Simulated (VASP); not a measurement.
# LuGeO (P-6m2) in VASP: a series of runs, part 2 of 2

VASP 6.6.1.

**5. Single point, PBE**

This run uses another cell than the first one, of 16.68 Å³/atom.

Input file INCAR:

```
SYSTEM = LuGeO
  ALGO = Normal
  EDIFF = 1E-6
  ENCUT = 520
  GGA = PE
  ISIF = 2
  ISMEAR = 0
  LASPH = .TRUE.
  LCHARG = .TRUE.
  LELF = .TRUE.
  LREAL = .FALSE.
  LVHAR = .TRUE.
  LWAVE = .FALSE.
  NBANDS = 30
  NELM = 100
  PREC = Accurate
  SIGMA = 0.1
```

Input file KPOINTS:

```
k-points
0
G
  12 12 12
  0 0 0
```

Input file POSCAR:

```
LuGeO
1.0
    4.0920348787      0.0000000000      0.0000000000
   -2.0460174394      3.5438061581      0.0000000000
    0.0000000000      0.0000000000      3.4509436322
Lu Ge O
1 1 1
Direct
    0.6666666667      0.3333333333      0.0000000000
    0.0000000000      0.0000000000      0.5000000000
    0.3333333333      0.6666666667      0.5000000000
```

The run is started by

```
$ cat potpaw_PBE.64/Lu/POTCAR potpaw_PBE.64/Ge_d/POTCAR potpaw_PBE.64/O/POTCAR > POTCAR
$ mpirun -np 1 vasp_std > vasp.out
```

Wall time 4.3 min (1 thread of Oxide Virtual Turin-like, shared host); peak memory 0.3 GiB.

It converged, with:

| Quantity | Value |
| --- | --- |
| Free energy | -15.9464 eV |
| Pressure | 0.2 GPa |
| Band gap on the k mesh | zero (an odd number of electrons rules out a gap without spin polarisation) |

Levels at points of the mesh, in eV from the Fermi level:
| k point | band 19 | band 20 | band 21 | band 22 | band 23 | band 24 | band 25 | band 26 |
| --- | --- | --- | --- | --- | --- | --- | --- | --- |
| (0.00, 0.00, 0.00) | -5.06 | -5.06 | -3.51 | -0.64 | 0.17 | 0.17 | 3.16 | 3.56 |
| (0.50, 0.00, 0.00) | -5.11 | -4.43 | -3.55 | -0.76 | 0.81 | 0.99 | 1.51 | 3.35 |
| (0.00, 0.00, 0.50) | -5.59 | -4.46 | -4.46 | -1.53 | -0.66 | -0.66 | 1.34 | 1.34 |
| (0.50, 0.00, 0.50) | -5.57 | -4.78 | -3.64 | -3.03 | 1.04 | 1.42 | 3.00 | 3.73 |

Caveat: spin-orbit coupling is left out, which moves the levels of the heavy elements; an odd number of electrons without spin polarisation forces a metal; a magnetic or distorted state may lie lower.

**6. Relaxation of cell and atoms, PBE**

Input file INCAR:

```
SYSTEM = LuGeO
PREC     = Accurate       ! precision mode
ENCUT    = 600            ! plane-wave cutoff, eV
EDIFF    = 1E-7           ! SCF threshold, eV
ISMEAR   = 0              ! smearing method
SIGMA    = 0.1            ! smearing width, eV
LREAL    = .FALSE.        ! projectors in reciprocal space
LASPH    = .TRUE.         ! aspherical terms in the spheres
NELM     = 100            ! most SCF steps
ALGO     = Normal         ! electronic algorithm
ISIF     = 3              ! what is computed and relaxed
LWAVE    = .FALSE.        ! write WAVECAR
LCHARG   = .FALSE.        ! write CHGCAR
GGA      = PE             ! functional
IBRION   = 2              ! ionic algorithm
NSW      = 100            ! ionic steps
EDIFFG   = -0.01          ! ionic threshold
```

Input file KPOINTS:

```
regular mesh
0
G
  12 12 12
  0 0 0
```

Input file POSCAR:

```
LuGeO
1.0
    3.9295215203      0.0000000000      0.0000000000
   -1.9647607602      3.4030654613      0.0000000000
    0.0000000000      0.0000000000      3.7894410601
Lu Ge O
1 1 1
Direct
    0.6666666667      0.3333333333      0.0000000000
    0.0000000000      0.0000000000      0.5000000000
    0.3333333333      0.6666666667      0.5000000000
```

Potentials or basis: VASP PAW PBE potentials, release 64 (Lu, Ge_d, O).

The run is started by

```
$ cat potpaw_PBE.64/Lu/POTCAR potpaw_PBE.64/Ge_d/POTCAR potpaw_PBE.64/O/POTCAR > POTCAR
$ mpirun -np 1 vasp_std > vasp.out
```

Run time: 44 min. Hardware: 1 thread of Oxide Virtual Turin-like, shared host; peak memory 0.37 GiB.

It converged, with:

- Free energy: -15.9490 eV
- Relaxed volume: 16.72 Å³/atom
- Relaxed cell: a = 4.095 Å, b = 4.095 Å, c = 3.453 Å, α = 90.00°, β = 90.00°, γ = 120.00°
- Space group after relaxing (to 0.1 Å): P-6m2 (No. 187)
- Energy gained by relaxing: 7.5 meV/atom
- Ionic steps: 12
- Pressure after relaxing: 0.0 GPa
- Band gap on the k mesh: zero (an odd number of electrons rules out a gap without spin polarisation)

The path:
| step | energy change (eV) | largest force (eV/Å) | pressure (GPa) | volume (Å³) |
| --- | --- | --- | --- | --- |
| 1 | 0.0000 | 0.0000 | 0.41 | 50.67 |
| 2 | -0.0017 | 0.0000 | -0.20 | 50.99 |
| 3 | -0.0020 | 0.0000 | -0.72 | 51.26 |
| 4 | -0.0030 | 0.0000 | -0.77 | 51.23 |
| 5 | -0.0058 | 0.0000 | -0.79 | 51.16 |
| 6 | -0.0107 | 0.0000 | -0.75 | 51.00 |
| 7 | -0.0201 | 0.0000 | -0.55 | 50.60 |
| 8 | 0.0303 | 0.0000 | 0.18 | 49.47 |
| 9 | -0.0217 | 0.0000 | -0.54 | 50.51 |
| 10 | -0.0221 | 0.0000 | -0.55 | 50.43 |
| 11 | -0.0210 | 0.0000 | 0.97 | 49.64 |
| 12 | -0.0226 | 0.0000 | 0.02 | 50.15 |

Final structure:
```cif
data_structure
_symmetry_space_group_name_H-M 'P 1'
_symmetry_Int_Tables_number 1
_cell_length_a 4.0949
_cell_length_b 4.0949
_cell_length_c 3.4533
_cell_angle_alpha 90.000
_cell_angle_beta 90.000
_cell_angle_gamma 120.000
_cell_volume 50.15
loop_
_atom_site_label
_atom_site_type_symbol
_atom_site_fract_x
_atom_site_fract_y
_atom_site_fract_z
_atom_site_occupancy
Lu1 Lu 0.66667 0.33333 0.00000 1
Ge1 Ge 0.00000 0.00000 0.50000 1
O1 O 0.33333 0.66667 0.50000 1
```

Levels at points of the mesh, in eV from the Fermi level:
```
           k point  band 20  band 21  band 22  band 23  band 24  band 25
(0.00, 0.00, 0.00)    -5.05    -3.50    -0.63     0.17     0.17     3.16
(0.50, 0.00, 0.00)    -4.42    -3.54    -0.76     0.81     0.99     1.51
(0.00, 0.00, 0.50)    -4.45    -4.45    -1.53    -0.65    -0.65     1.35
(0.50, 0.00, 0.50)    -4.76    -3.64    -3.02     1.04     1.42     2.99
```

Caveat: spin-orbit coupling is left out, which moves the levels of the heavy elements; an odd number of electrons without spin polarisation forces a metal; a magnetic or distorted state may lie lower.

**7. The runs side by side**

```csv
task,cell,k mesh,cutoff (eV),gap on the mesh (eV),pressure (GPa),relaxed volume (Å³/atom)
single point,"a = 3.930, b = 3.930, c = 3.789 Å, angles 90.0, 90.0, 120.0°, 3 atoms",6 × 6 × 6,520,none,0.1,-
single point,"a = 4.098, b = 4.098, c = 3.669 Å, angles 90.0, 90.0, 120.0°, 3 atoms",6 × 6 × 6,520,none,-4.2,-
relaxation of cell and atoms,"relaxed from a = 4.098, b = 4.098, c = 3.669 Å, angles 90.0, 90.0, 120.0°, 3 atoms",6 × 6 × 6,600,none,-0.2,16.98
single point,"a = 4.092, b = 4.092, c = 3.451 Å, angles 90.0, 90.0, 120.0°, 3 atoms",12 × 12 × 12,520,none,0.2,-
relaxation of cell and atoms,"relaxed from a = 3.930, b = 3.930, c = 3.789 Å, angles 90.0, 90.0, 120.0°, 3 atoms",12 × 12 × 12,600,none,0.0,16.72
```

Alike in all rows: level PBE; potentials or basis VASP PAW PBE potentials, release 64 (Lu, Ge_d, O); no spin polarisation; smearing gaussian 0.1 eV.

Caveats: spin-orbit coupling is left out, which moves the levels of the heavy elements; an odd number of electrons without spin polarisation forces a metal; a magnetic or distorted state may lie lower; the cell stands under tension (at least some runs).

Absolute energies hang on the potentials; compare differences alone.
